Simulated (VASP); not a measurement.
Input of a VASP 6.6.1 run:

File INCAR:

```
SYSTEM = Co
PREC = Accurate ; ENCUT = 520
EDIFF = 1E-6 ; ISMEAR = -1
SIGMA = 0.05 ; LREAL = .FALSE.
LASPH = .TRUE. ; NELM = 150
ALGO = Normal ; ISIF = 2
LWAVE = .FALSE. ; LCHARG = .FALSE.
ISPIN = 2 ; MAGMOM = 2 2
LORBIT = 11 ; LMAXMIX = 4
GGA = PE ; NBANDS = 20
```

KPOINTS

```
regular mesh
0
G
  12 12 7
  0 0 0
```

Contents of POSCAR:

```
Co
1.0
    2.4042064259      0.0000000000      0.0000000000
   -1.2021032130      2.0821038408      0.0000000000
    0.0000000000      0.0000000000      3.8842950743
Co
2
Direct
    0.6666666667      0.3333333333      0.7500000000
    0.3333333333      0.6666666667      0.2500000000
```

Potentials or basis: VASP PAW PBE potentials, release 64 (Co).

Run with:

```console
$ cat potpaw_PBE.64/Co/POTCAR > POTCAR
$ mpirun -np 1 vasp_std > vasp.out
```

**Question.** What does it give for the site moments?

**Answer.** Co +1.50 μB.

**Question.** Predict the pressure.

**Answer.** 28.8 GPa.

Caveat: the cell stands under pressure.
